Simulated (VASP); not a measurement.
# Si3N4 (P6_3/m) in VASP: a series of runs, part 2 of 2

VASP 6.6.1. Earlier steps stand in the parts before.

### Step 3. Single point, PBE

The input, INCAR:

```
SYSTEM = Si3N4
PREC = Accurate
ENCUT = 600
EDIFF = 1E-6
ISMEAR = 0
SIGMA = 0.01
LREAL = Auto
LASPH = .TRUE.
NELM = 120
ALGO = Normal
ISIF = 2
LWAVE = .FALSE.
LCHARG = .TRUE.
GGA = PE
LELF = .TRUE.
LVHAR = .TRUE.
NBANDS = 123
GGA_COMPAT = .FALSE.
```

The input, KPOINTS:

```
regular mesh
0
G
  1 1 5
  0 0 0
```

The input, POSCAR:

```
Si3N4
1.0
   11.4950825000      6.6366889800      0.0000000000
  -11.4950825000      6.6366889800      0.0000000000
    0.0000000000      0.0000000000      2.9261389980
Si N
18 24
Direct
    0.0186959367      0.8062925367      0.7500000000
    0.3520292700      0.4729592033      0.7500000000
    0.6853626033      0.1396258700      0.7500000000
    0.2124034000      0.0186959367      0.2500000000
    0.5457367333      0.6853626033      0.2500000000
    0.8790700667      0.3520292700      0.2500000000
    0.1396258700      0.4542632667      0.2500000000
    0.4729592033      0.1209299333      0.2500000000
    0.8062925367      0.7875966000      0.2500000000
    0.1937074633      0.2124034000      0.7500000000
    0.5270407967      0.8790700667      0.7500000000
    0.8603741300      0.5457367333      0.7500000000
    0.1209299333      0.6479707300      0.7500000000
    0.4542632667      0.3146373967      0.7500000000
    0.7875966000      0.9813040633      0.7500000000
    0.3146373967      0.8603741300      0.2500000000
    0.6479707300      0.5270407967      0.2500000000
    0.9813040633      0.1937074633      0.2500000000
    0.0000000000      0.6666666667      0.7500000000
    0.3333333333      0.3333333333      0.7500000000
    0.6666666667      0.0000000000      0.7500000000
    0.0000000000      0.3333333333      0.2500000000
    0.3333333333      0.0000000000      0.2500000000
    0.6666666667      0.6666666667      0.2500000000
    0.2130568067      0.4569382300      0.7500000000
    0.5463901400      0.1236048967      0.7500000000
    0.8797234733      0.7902715633      0.7500000000
    0.0894519100      0.8797234733      0.2500000000
    0.4227852433      0.5463901400      0.2500000000
    0.7561185767      0.2130568067      0.2500000000
    0.1236048967      0.5772147567      0.2500000000
    0.4569382300      0.2438814233      0.2500000000
    0.7902715633      0.9105480900      0.2500000000
    0.2097284367      0.0894519100      0.7500000000
    0.5430617700      0.7561185767      0.7500000000
    0.8763951033      0.4227852433      0.7500000000
    0.1202765267      0.2097284367      0.2500000000
    0.4536098600      0.8763951033      0.2500000000
    0.7869431933      0.5430617700      0.2500000000
    0.2438814233      0.7869431933      0.7500000000
    0.5772147567      0.4536098600      0.7500000000
    0.9105480900      0.1202765267      0.7500000000
```

Potentials or basis: VASP PAW PBE potentials, release 64 (Si, N).

On the command line:

```bash
cat potpaw_PBE.64/Si/POTCAR potpaw_PBE.64/N/POTCAR > POTCAR
mpirun -np 1 vasp_std > vasp.out
```

OUTCAR:

```text
SYSTEM = Si3N4
   PREC = Accurate
   ENCUT = 600
   EDIFF = 1E-6
   ISMEAR = 0
   LREAL = Auto
   LASPH = .TRUE.
   NELM = 120
   ISIF = 2
   GGA = PE

 ion  position               nearest neighbor table
   1  0.019  0.806  0.750-  19 1.74  27 1.75  28 1.75  28 1.75  13 3.02  12 3.02   9 3.07   9 3.07
                             4 3.07   4 3.07
   2  0.352  0.473  0.750-  20 1.74  25 1.75  29 1.75  29 1.75  14 3.02  10 3.02   7 3.07   7 3.07
                             5 3.07   5 3.07
   3  0.685  0.140  0.750-  21 1.74  26 1.75  30 1.75  30 1.75  15 3.02  11 3.02   8 3.07   8 3.07
                             6 3.07   6 3.07
   4  0.212  0.019  0.250-  23 1.74  28 1.75  34 1.75  34 1.75  16 3.02   8 3.02  10 3.07  10 3.07
                             1 3.07   1 3.07
   5  0.546  0.685  0.250-  24 1.74  29 1.75  35 1.75  35 1.75  17 3.02   9 3.02  11 3.07  11 3.07
                             2 3.07   2 3.07
   6  0.879  0.352  0.250-  22 1.74  30 1.75  36 1.75  36 1.75  18 3.02   7 3.02  12 3.07  12 3.07
                             3 3.07   3 3.07
   7  0.140  0.454  0.250-  22 1.74  31 1.75  25 1.75  25 1.75   6 3.02  18 3.02  13 3.07  13 3.07
                             2 3.07   2 3.07
   8  0.473  0.121  0.250-  23 1.74  32 1.75  26 1.75  26 1.75   4 3.02  16 3.02   3 3.07   3 3.07
                            14 3.07  14 3.07
   9  0.806  0.788  0.250-  24 1.74  33 1.75  27 1.75  27 1.75  17 3.02   5 3.02  15 3.07  15 3.07
[... 50 lines left out ...]
 A1 = (  11.4950825000,   6.6366889800,   0.0000000000)
 A2 = ( -11.4950825000,   6.6366889800,   0.0000000000)
 A3 = (   0.0000000000,   0.0000000000,   2.9261389980)

Analysis of symmetry for initial positions (statically):
=====================================================================
 Subroutine PRICEL returns following result:

  LATTYP: Found a hexagonal cell.
 ALAT       =     7.6633883386
 C/A-ratio  =     0.3818335792

  Lattice vectors:

 A1 = (  -3.8316941674,  -6.6366889813,   0.0000000000)
 A2 = (   7.6633883337,   0.0000000007,   0.0000000000)
 A3 = (   0.0000000000,   0.0000000000,   2.9261389980)

   3 primitive cells build up your supercell.

 Routine SETGRP: Setting up the symmetry group for a
 hexagonal supercell.

 Subroutine GETGRP returns: Found 12 space group operations
 (whereof  6 operations were pure point group operations)
 out of a pool of 24 trial point group operations.

The static configuration has the point symmetry S_6 .
 The point group associated with its full space group is C_6h.

Analysis of symmetry for dynamics (positions and initial velocities):
=====================================================================
 Subroutine PRICEL returns following result:

  LATTYP: Found a hexagonal cell.
 ALAT       =     7.6633883386
 C/A-ratio  =     0.3818335792

  Lattice vectors:

 A1 = (  -3.8316941674,  -6.6366889813,   0.0000000000)
 A2 = (   7.6633883337,   0.0000000007,   0.0000000000)
 A3 = (   0.0000000000,   0.0000000000,   2.9261389980)

   3 primitive cells build up your supercell.

 Routine SETGRP: Setting up the symmetry group for a
 hexagonal supercell.

 Subroutine GETGRP returns: Found 12 space group operations
 (whereof  6 operations were pure point group operations)
 out of a pool of 24 trial point group operations.

The dynamic configuration has the point symmetry S_6 .
[... 72 lines left out ...]
     0.000000000  0.000000000  0.000000000

 Subroutine IBZKPT returns following result:
 ===========================================

 Found      3 irreducible k-points:

 Following reciprocal coordinates:
            Coordinates               Weight
  0.000000  0.000000  0.000000      1.000000
  0.000000  0.000000  0.200000      2.000000
  0.000000  0.000000  0.400000      2.000000
   k-points           NKPTS =      3   k-points in BZ     NKDIM =      3   number of bands    NBANDS=    123
   number of dos      NEDOS =    301   number of ions     NIONS =     42
   total plane-waves  NPLWV = 279936
   dimension x,y,z NGX =   108 NGY =  108 NGZ =   24
   dimension x,y,z NGXF=   216 NGYF=  216 NGZF=   48
   ions per type =              18  24
   NGX,Y,Z   is equivalent  to a cutoff of  13.53, 13.53, 13.64 a.u.
   NGXF,Y,Z  is equivalent  to a cutoff of  27.05, 27.05, 27.27 a.u.
 SYSTEM =  Si3N4
   PREC   = accura    normal or accurate (medium, high low for compatibility)
   ISTART =      0    job   : 0-new  1-cont  2-samecut
   ICHARG =      2    charge: 1-file 2-atom 10-const
   ISPIN  =      1    spin polarized calculation?
   LNONCOLLINEAR =      F non collinear calculations
   LSORBIT =      F    spin-orbit coupling
   LASPH  =      T    aspherical Exc in radial PAW
   ENCUT  =  600.0 eV  44.10 Ry    6.64 a.u.  26.51 26.51  5.84*2*pi/ulx,y,z
   NELM   =    120;   NELMIN=  2; NELMDL= -5     # of ELM steps
   EDIFF  = 0.1E-05   stopping-criterion for ELM
   LREAL  =      T    real-space projection
   EDIFFG = 0.1E-04   stopping-criterion for IOM
   NSW    =      0    number of steps for IOM
[... 5 lines left out ...]
   TEBEG  =    0.0;   TEEND  =   0.0 temperature during run
   PSTRESS=    0.0 pullay stress
   NELECT =     192.0000    total number of electrons
   NUPDOWN=      -1.0000    fix difference up-down
   EMIN   =  10.00;   EMAX   =-10.00  energy-range for DOS
   EFERMI =   0.00;   METHOD = LEGACY
   ISMEAR =     0;   SIGMA  =   0.01  broadening in eV -4-tet -1-fermi 0-gaus
   EFERMI_NEDOS =   21; number of points for ismear=-14 and -15
   IALGO  =     38    algorithm
   IMIX   =      4    mixing-type and parameters
     AMIX     =   0.40;   BMIX     =  1.00
     AMIX_MAG =   1.60;   BMIX_MAG =  1.00
  volume/ion in A,a.u.               =      10.63        71.74
  Fermi-wavevector in a.u.,A,eV,Ry     =   1.235698  2.335131 20.775416  1.526950
  Thomas-Fermi vector in A             =   2.370337
   LORBIT       =      0    0 simple, 1 ext, 2 COOP (PROOUT), +10 PAW based schemes
   GGA     = PE    functional components
   LHFCALC =     F    Hartree Fock is set to
   AEXX    =    0.0000 exact exchange contribution
   IVDW    =     0    specifies the selected vdW correction
   LEPSILON=     F    determine dielectric tensor
   LRPA    =     F    only Hartree local field effects (RPA)
 non-spin polarized calculation
 Gauss-broadening in eV      SIGMA  =   0.01
  energy-cutoff  :      600.00
  volume of cell :      446.47
 maximum number of plane-waves:     14952
 NGX is ok and might be reduce to   108
   NGX = 53   NGY = 53   NGZ = 11

 number of electron     191.9999989 magnetization

 Free energy of the ion-electron system (eV)
  ---------------------------------------------------
  ext. energy  EPLUGINS =         0.00000000
  ---------------------------------------------------
  free energy    TOTEN  =      -343.64625197 eV

  energy without entropy =     -343.64625197  energy(sigma->0) =     -343.64625197

 E-fermi :   6.5944     XC(G=0): -10.7087

 val. band max:        6.5374427165   @ k =   0.0000   0.0000   0.2000
 cond. band min:      10.7897991627   @ k =   0.0000   0.0000   0.0000
 fundamental gap:      4.2523564463
 Fermi energy:         6.5943607556

 k-point     1 :       0.0000    0.0000    0.0000
  band No.  band energies     occupation
      1     -11.5266      2.00000
      2     -10.8976      2.00000
      3     -10.8976      2.00000
      4     -10.8976      2.00000
      5     -10.8976      2.00000
      6     -10.7215      2.00000
[... 322 lines left out ...]
    107      12.4975      0.00000
    108      12.4975      0.00000
 [bands above 108 left out]

------------------------ aborting loop because EDIFF is reached ----------------------------------------

  FORCE on cell =-STRESS in cart. coord.  units (eV):
  Direction    XX          YY          ZZ          XY          YZ          ZX
  --------------------------------------------------------------------------------------
  -------------------------------------------------------------------------------------
  Total       -1.0404469     -1.0404469     -0.9301643     -0.0000002      0.0000000      0.0000000
  in kB       -3.7337222     -3.7337222     -3.3379646     -0.0000006      0.0000000      0.0000000
  external PRESSURE =      -3.6018030 kB  Pullay stress =       0.0000000 kB

 VOLUME and BASIS-vectors are now :
 -----------------------------------------------------------------------------
  energy-cutoff  :      600.00
  volume of cell :      446.47
      direct lattice vectors                 reciprocal lattice vectors
    11.495082500  6.636688980  0.000000000     0.043496861  0.075338772  0.000000000
   -11.495082500  6.636688980  0.000000000    -0.043496861  0.075338772  0.000000000
     0.000000000  0.000000000  2.926138998     0.000000000  0.000000000  0.341747265

 POSITION                                       TOTAL-FORCE (eV/Angst)
 -----------------------------------------------------------------------------------
     -9.05349      5.47519      2.19460        -0.002384      0.003211     -0.000000
     -1.39010      5.47519      2.19460        -0.002384      0.003211     -0.000000
      6.27329      5.47519      2.19460        -0.002384      0.003211     -0.000000
      2.22668      1.53373      0.73153        -0.003973     -0.000460     -0.000000
     -1.60501      8.17042      0.73153        -0.003973     -0.000460     -0.000000
      6.05838      8.17042      0.73153        -0.003973     -0.000460      0.000000
[... 34 lines left out ...]
      1.42085      6.84126      2.19460         0.002016      0.002565      0.000000
      9.08424      6.84126      2.19460         0.002016      0.002565      0.000000
 -----------------------------------------------------------------------------------
    total drift:                                0.000000     -0.000000     -0.000000

  FREE ENERGIE OF THE ION-ELECTRON SYSTEM (eV)
  ---------------------------------------------------
  free  energy   TOTEN  =      -343.6462519716 eV

  energy  without entropy=     -343.6462519716  energy(sigma->0) =     -343.64625197
```

Wall time 11 min (1 thread of Oxide Virtual Turin-like, shared host); peak memory 0.59 GiB.

What came out:

```yaml
Free_energy: -343.6463 eV
Pressure: -0.4 GPa
Largest_force: 0.004 eV/Å
Band_gap_on_the_k_mesh: 4.25 eV
```

Forces in eV/Å, atoms in the order of the input:
```
Si  -0.002  0.003  0.000
Si  -0.002  0.003  0.000
Si  -0.002  0.003  0.000
Si  -0.004  0.000  0.000
Si  -0.004  0.000  0.000
Si  -0.004  0.000  0.000
Si   0.002  0.004  0.000
Si   0.002  0.004  0.000
Si   0.002  0.004  0.000
Si  -0.002 -0.004  0.000
Si  -0.002 -0.004  0.000
Si  -0.002 -0.004  0.000
Si   0.004  0.000  0.000
Si   0.004  0.000  0.000
Si   0.004  0.000  0.000
Si   0.002 -0.003  0.000
Si   0.002 -0.003  0.000
Si   0.002 -0.003  0.000
N    0.000  0.000  0.000
N    0.000  0.000  0.000
N    0.000  0.000  0.000
N    0.000  0.000  0.000
N    0.000  0.000  0.000
N    0.000  0.000  0.000
N   -0.003  0.000  0.000
N   -0.003  0.000  0.000
N   -0.003  0.000  0.000
N   -0.002 -0.003  0.000
N   -0.002 -0.003  0.000
N   -0.002 -0.003  0.000
N   -0.001  0.003  0.000
N   -0.001  0.003  0.000
N   -0.001  0.003  0.000
N    0.001 -0.003  0.000
N    0.001 -0.003  0.000
N    0.001 -0.003  0.000
N    0.003  0.000  0.000
N    0.003  0.000  0.000
N    0.003  0.000  0.000
N    0.002  0.003  0.000
N    0.002  0.003  0.000
N    0.002  0.003  0.000
```

Caveat: the k points lie up to 0.55 Å⁻¹ apart.
